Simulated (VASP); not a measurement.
# In3As (P6mm) in VASP: single point with PBE

Aim: the single point of In3As with PBE.

All numbers are computed with VASP 6.6.1; they aren't measurements. Logs are shortened: lines on timing, memory, paths and dates and some standing lists are left out, and cuts for length are marked.

### 1 The cell of the first run

The structure is hexagonal, space group P6mm (No. 183). Conventional cell: a = 5.163 Å, b = 5.163 Å, c = 5.759 Å, α = 90.00°, β = 90.00°, γ = 120.00°. In (site symmetry 3m) has 6 In at 2.98 to 3.50 Å and 3 As at 3.21 Å within 3.9 Å. In (site symmetry 6mm) has 2 As at 2.73 to 3.03 Å and 6 In at 3.50 Å within 3.6 Å. As (site symmetry 6mm) has 8 In at 2.73 to 3.21 Å within 3.6 Å.

### 2 Single point, PBE

POSCAR reads:

```
In3As
1.0
    5.1631463119      0.0000000000      0.0000000000
   -2.5815731559      4.4714158696      0.0000000000
    0.0000000000      0.0000000000      5.7587818316
In As
3 1
Direct
    0.3333333333      0.6666666667      0.8555435903
    0.6666666667      0.3333333333      0.8555435903
    0.0000000000      0.0000000000      0.5357933264
    0.0000000000      0.0000000000      0.0617424531
```

INCAR.step1 reads:

```
SYSTEM = In3As
ALGO = Fast
EDIFF = 1E-6
ENCUT = 520
GGA = PE
ISIF = 2
ISMEAR = 0
LASPH = .True.
LCHARG = .True.
LREAL = .False.
LWAVE = .False.
NBANDS = 30
NELM = 100
PREC = Accurate
SIGMA = 0.1
```

KPOINTS.step1 reads:

```
k-points
0
Gamma
  12 12 8
  0 0 0
```

INCAR.step2 reads:

```
SYSTEM = In3As
ALGO = Fast
EDIFF = 1E-6
ENCUT = 520
GGA = PE
ICHARG = 11
ISIF = 2
ISMEAR = -5
LASPH = .True.
LCHARG = .False.
LORBIT = 11
LREAL = .False.
LWAVE = .False.
NEDOS = 2001
NELM = 100
PREC = Accurate
SIGMA = 0.1
```

KPOINTS.step2 reads:

```
k-points
0
Gamma
  18 18 12
  0 0 0
```

Potentials or basis: VASP PAW PBE potentials, release 64 (In_d, As).

Started as:

```sh
$ cat potpaw_PBE.64/In_d/POTCAR potpaw_PBE.64/As/POTCAR > POTCAR
$ cp INCAR.step1 INCAR
$ cp KPOINTS.step1 KPOINTS
$ mpirun -np 1 vasp_std > vasp.out
$ cp INCAR.step2 INCAR
$ cp KPOINTS.step2 KPOINTS
$ mpirun -np 1 vasp_std > vasp.out
```

OUTCAR:

```text
SYSTEM = In3As
   EDIFF = 1E-6
   ENCUT = 520
   GGA = PE
   ICHARG = 11
   ISIF = 2
   ISMEAR = -5
   LASPH = .True.
   LORBIT = 11
   LREAL = .False.
   NELM = 100
   PREC = Accurate

 ion  position               nearest neighbor table
   1  0.333  0.667  0.856-   2 2.98   2 2.98   2 2.98   4 3.21   4 3.21   4 3.21   3 3.50   3 3.50
                             3 3.50
   2  0.667  0.333  0.856-   1 2.98   1 2.98   1 2.98   4 3.21   4 3.21   4 3.21   3 3.50   3 3.50
                             3 3.50
   3  0.000  0.000  0.536-   4 2.73   4 3.03   2 3.50   1 3.50   2 3.50   1 3.50   2 3.50   1 3.50

   4  0.000  0.000  0.062-   3 2.73   3 3.03   1 3.21   2 3.21   2 3.21   1 3.21   2 3.21   1 3.21

  LATTYP: Found a hexagonal cell.
 ALAT       =     5.1631463119
 C/A-ratio  =     1.1153628977

  Lattice vectors:

 A1 = (   5.1631463119,   0.0000000000,   0.0000000000)
 A2 = (  -2.5815731559,   4.4714158696,   0.0000000000)
 A3 = (   0.0000000000,   0.0000000000,   5.7587818316)

Analysis of symmetry for initial positions (statically):
=====================================================================
 Subroutine PRICEL returns:
 Original cell was already a primitive cell.

 Routine SETGRP: Setting up the symmetry group for a
 hexagonal supercell.

 Subroutine GETGRP returns: Found 12 space group operations
 (whereof 12 operations were pure point group operations)
 out of a pool of 24 trial point group operations.

The static configuration has the point symmetry C_6v.

Analysis of symmetry for dynamics (positions and initial velocities):
=====================================================================
 Subroutine PRICEL returns:
 Original cell was already a primitive cell.

 Routine SETGRP: Setting up the symmetry group for a
 hexagonal supercell.

 Subroutine GETGRP returns: Found 12 space group operations
 (whereof 12 operations were pure point group operations)
 out of a pool of 24 trial point group operations.

The dynamic configuration has the point symmetry C_6v.

 Subroutine INISYM returns: Found 12 space group operations
 (whereof 12 operations are pure point group operations),
 and found     1 'primitive' translations

----------------------------------------------------------------------------------------

                                     Primitive cell

  volume of cell :     132.9505

  direct lattice vectors                    reciprocal lattice vectors
     5.163146312  0.000000000  0.000000000     0.193680353  0.111821404  0.000000000
    -2.581573156  4.471415870  0.000000000     0.000000000  0.223642808  0.000000000
     0.000000000  0.000000000  5.758781832     0.000000000  0.000000000  0.173647835

  length of vectors
     5.163146312  5.163146312  5.758781832     0.223642808  0.223642808  0.173647835

  position of ions in fractional coordinates (direct lattice)
     0.333333333  0.666666667  0.855543590
     0.666666667  0.333333333  0.855543590
     0.000000000  0.000000000  0.535793326
     0.000000000  0.000000000  0.061742453

  ion indices of the primitive-cell ions
   primitive index   ion index
                 1           1
                 2           2
                 3           3
                 4           4

----------------------------------------------------------------------------------------

 KPOINTS: k-points

Automatic generation of k-mesh.
 Grid dimensions read from file:
 generate k-points for:   18   18   12

 Generating k-lattice:

  Cartesian coordinates                     Fractional coordinates (reciprocal lattice)
     0.010760020  0.006212300  0.000000000     0.055555556  0.000000000  0.000000000
     0.000000000  0.012424600  0.000000000     0.000000000  0.055555556  0.000000000
     0.000000000  0.000000000  0.014470653     0.000000000  0.000000000  0.083333333

  Length of vectors
     0.012424600  0.012424600  0.014470653

  Shift w.r.t. Gamma in fractional coordinates (k-lattice)
     0.000000000  0.000000000  0.000000000

 TETIRR: Found   3954 inequivalent tetrahedra from    23328

 Subroutine IBZKPT returns following result:
 ===========================================

 Found    259 irreducible k-points:

 Following reciprocal coordinates:
            Coordinates               Weight
  0.000000  0.000000  0.000000      1.000000
  0.055556 -0.000000  0.000000      6.000000
  0.111111 -0.000000  0.000000      6.000000
  0.166667 -0.000000  0.000000      6.000000
  0.222222 -0.000000  0.000000      6.000000
  0.277778 -0.000000  0.000000      6.000000
[... 16 lines left out ...]
  0.333333  0.111111  0.000000     12.000000
  0.388889  0.111111  0.000000     12.000000
 [... further k-points ...]
   k-points           NKPTS =    259   k-points in BZ     NKDIM =    259   number of bands    NBANDS=     26
   number of dos      NEDOS =   2001   number of ions     NIONS =      4
   total plane-waves  NPLWV =  76800
   dimension x,y,z NGX =    40 NGY =   40 NGZ =   48
   dimension x,y,z NGXF=    80 NGYF=   80 NGZF=   96
   ions per type =               3   1
   NGX,Y,Z   is equivalent  to a cutoff of  12.88, 12.88, 13.86 a.u.
   NGXF,Y,Z  is equivalent  to a cutoff of  25.76, 25.76, 27.71 a.u.
 SYSTEM =  In3As
   PREC   = accura    normal or accurate (medium, high low for compatibility)
   ISTART =      0    job   : 0-new  1-cont  2-samecut
   ICHARG =     11    charge: 1-file 2-atom 10-const
   ISPIN  =      1    spin polarized calculation?
   LNONCOLLINEAR =      F non collinear calculations
   LSORBIT =      F    spin-orbit coupling
   LASPH  =      T    aspherical Exc in radial PAW
   ENCUT  =  520.0 eV  38.22 Ry    6.18 a.u.   9.60  9.60 10.71*2*pi/ulx,y,z
   NELM   =    100;   NELMIN=  2; NELMDL=  0     # of ELM steps
   EDIFF  = 0.1E-05   stopping-criterion for ELM
   LREAL  =      F    real-space projection
   EDIFFG = 0.1E-04   stopping-criterion for IOM
   NSW    =      0    number of steps for IOM
   IBRION =     -1    ionic relax: 0-MD 1-quasi-New 2-CG
   NFREE  =      0    steps in history (QN), initial steepest desc. (CG)
   ISIF   =      2    stress and relaxation
   ISYM   =      2    0-nonsym 1-usesym 2-fastsym
   POTIM  = 0.5000    time-step for ionic-motion
   TEBEG  =    0.0;   TEEND  =   0.0 temperature during run
   PSTRESS=    0.0 pullay stress
   NELECT =      44.0000    total number of electrons
   NUPDOWN=      -1.0000    fix difference up-down
   EMIN   =  10.00;   EMAX   =-10.00  energy-range for DOS
   EFERMI =   0.00;   METHOD = LEGACY
   ISMEAR =    -5;   SIGMA  =   0.10  broadening in eV -4-tet -1-fermi 0-gaus
   EFERMI_NEDOS =   21; number of points for ismear=-14 and -15
   IALGO  =     68    algorithm
   IMIX   =      4    mixing-type and parameters
     AMIX     =   0.40;   BMIX     =  1.00
     AMIX_MAG =   1.60;   BMIX_MAG =  1.00
  volume/ion in A,a.u.               =      33.24       224.30
  Fermi-wavevector in a.u.,A,eV,Ry     =   1.132389  2.139905 17.446820  1.282305
  Thomas-Fermi vector in A             =   2.269090
   LORBIT       =     11    0 simple, 1 ext, 2 COOP (PROOUT), +10 PAW based schemes
   GGA     = PE    functional components
   LHFCALC =     F    Hartree Fock is set to
   AEXX    =    0.0000 exact exchange contribution
   IVDW    =     0    specifies the selected vdW correction
   LEPSILON=     F    determine dielectric tensor
   LRPA    =     F    only Hartree local field effects (RPA)
 non-spin polarized calculation
 RMM-DIIS sequential band-by-band and
 Fermi weights with tetrahedron method with Bloechl corrections
  energy-cutoff  :      520.00
  volume of cell :      132.95
 maximum number of plane-waves:      3613
 NGX is ok and might be reduce to    40

 number of electron      43.9999998 magnetization

 Free energy of the ion-electron system (eV)
  ---------------------------------------------------
  ext. energy  EPLUGINS =         0.00000000
  ---------------------------------------------------
  free energy    TOTEN  =       -11.49295101 eV

  energy without entropy =      -11.49295101  energy(sigma->0) =      -11.49295101

 E-fermi :   4.3381     XC(G=0):  -8.6290

 val. band max:        4.4161851104   @ k =   0.2778   0.2778   0.5000
 cond. band min:       4.2153664669   @ k =   0.0000   0.0000   0.0000
 fundamental gap:     -0.2008186435
 Fermi energy:         4.3380830029

 k-point     1 :       0.0000    0.0000    0.0000
  band No.  band energies     occupation
      1     -10.5261      2.00000
      2     -10.4590      2.00000
      3     -10.4590      2.00000
      4     -10.4088      2.00000
      5     -10.4088      2.00000
      6     -10.3993      2.00000
[... 18 lines left out ...]
     25       6.2650      0.00000
     26       7.0245      0.00000

 k-point     2 :       0.0556   -0.0000    0.0000
  band No.  band energies     occupation
      1     -10.5249      2.00000
      2     -10.4586      2.00000
      3     -10.4575      2.00000
      4     -10.4278      2.00000
      5     -10.4270      2.00000
      6     -10.3924      2.00000
[... 18 lines left out ...]
     25       6.0538      0.00000
     26       7.0504      0.00000

 k-point     3 :       0.1111   -0.0000    0.0000
  band No.  band energies     occupation
      1     -10.5220      2.00000
      2     -10.4591      2.00000
      3     -10.4541      2.00000
      4     -10.4530      2.00000
      5     -10.4501      2.00000
      6     -10.3921      2.00000
[... 18 lines left out ...]
     25       5.7693      0.00000
     26       7.0094      0.00000

 k-point     4 :       0.1667   -0.0000    0.0000
  band No.  band energies     occupation
      1     -10.5190      2.00000
      2     -10.4796      2.00000
      3     -10.4784      2.00000
      4     -10.4537      2.00000
      5     -10.4454      2.00000
      6     -10.3943      2.00000
[... 18 lines left out ...]
     25       6.3449      0.00000
     26       6.9965      0.00000

 k-point     5 :       0.2222   -0.0000    0.0000
  band No.  band energies     occupation
      1     -10.5245      2.00000
      2     -10.5018      2.00000
      3     -10.4945      2.00000
      4     -10.4509      2.00000
      5     -10.4349      2.00000
      6     -10.3983      2.00000
[... 18 lines left out ...]
     25       6.9692      0.00000
     26       7.0200      0.00000

 k-point     6 :       0.2778   -0.0000    0.0000
  band No.  band energies     occupation
      1     -10.5439      2.00000
      2     -10.5226      2.00000
      3     -10.4918      2.00000
      4     -10.4471      2.00000
      5     -10.4224      2.00000
      6     -10.4043      2.00000
[... 427 lines left out ...]
 k-point    21 :       0.2222    0.1111    0.0000
  band No.  band energies     occupation
      1     -10.5669      2.00000
      2     -10.5052      2.00000
      3     -10.4923      2.00000
      4     -10.4471      2.00000
      5     -10.4217      2.00000
      6     -10.4055      2.00000
[... 18 lines left out ...]
     25       6.4488      0.00000
     26       7.3906      0.00000

 k-point    22 :       0.2778    0.1111    0.0000
  band No.  band energies     occupation
      1     -10.5889      2.00000
      2     -10.5172      2.00000
      3     -10.4846      2.00000
      4     -10.4436      2.00000
      5     -10.4128      2.00000
      6     -10.4071      2.00000
[... 18 lines left out ...]
     25       6.5282      0.00000
     26       7.4649      0.00000

 k-point    23 :       0.3333    0.1111    0.0000
  band No.  band energies     occupation
      1     -10.6060      2.00000
      2     -10.5266      2.00000
      3     -10.4753      2.00000
      4     -10.4419      2.00000
      5     -10.4153      2.00000
      6     -10.3996      2.00000
[... 18 lines left out ...]
     25       6.6703      0.00000
     26       7.5656      0.00000

 k-point    24 :       0.3889    0.1111    0.0000
  band No.  band energies     occupation
      1     -10.6167      2.00000
      2     -10.5326      2.00000
      3     -10.4658      2.00000
      4     -10.4442      2.00000
      5     -10.4162      2.00000
      6     -10.4021      2.00000
[... 18 lines left out ...]
     25       6.8633      0.00000
     26       7.6515      0.00000

 [... further k-points ...]

------------------------ aborting loop because EDIFF is reached ----------------------------------------

  FORCE on cell =-STRESS in cart. coord.  units (eV):
  Direction    XX          YY          ZZ          XY          YZ          ZX
  --------------------------------------------------------------------------------------
  -------------------------------------------------------------------------------------
  Total        0.1045340      0.1045340      0.0818603      0.0000000     -0.0000000      0.0000000
  in kB        1.2597320      1.2597320      0.9864920      0.0000000     -0.0000000      0.0000000
  external PRESSURE =       1.1686520 kB  Pullay stress =       0.0000000 kB

 VOLUME and BASIS-vectors are now :
 -----------------------------------------------------------------------------
  energy-cutoff  :      520.00
  volume of cell :      132.95
      direct lattice vectors                 reciprocal lattice vectors
     5.163146312  0.000000000  0.000000000     0.193680353  0.111821404  0.000000000
    -2.581573156  4.471415870  0.000000000     0.000000000  0.223642808  0.000000000
     0.000000000  0.000000000  5.758781832     0.000000000  0.000000000  0.173647835

 POSITION                                       TOTAL-FORCE (eV/Angst)
 -----------------------------------------------------------------------------------
     -0.00000      2.98094      4.92689         0.000000     -0.000000      0.006695
      2.58157      1.49047      4.92689        -0.000000     -0.000000      0.006695
      0.00000      0.00000      3.08552        -0.000000      0.000000     -0.014167
      0.00000      0.00000      0.35556        -0.000000     -0.000000      0.000776
 -----------------------------------------------------------------------------------
    total drift:                                0.000000      0.000000     -0.001258

  FREE ENERGIE OF THE ION-ELECTRON SYSTEM (eV)
  ---------------------------------------------------
  free  energy   TOTEN  =       -11.4929510123 eV

  energy  without entropy=      -11.4929510123  energy(sigma->0) =      -11.49295101

 total charge

# of ion       s       p       d       tot
------------------------------------------
    1        1.013   0.471   9.852  11.335
    2        1.013   0.471   9.852  11.335
    3        1.033   0.405   9.849  11.287
    4        1.302   1.346   0.021   2.669
--------------------------------------------------
tot          4.362   2.692  29.574  36.627
```

It took 12 min on 1 thread of Intel Xeon 6975P-C (Granite Rapids), shared host; peak memory 0.84 GiB.

What came out:

```
Valence electrons inside the program's atomic spheres : In 11.34, 11.29 (each value once); As 2.67
```

Caveat: spin-orbit coupling is left out, which moves the levels of the heavy elements.
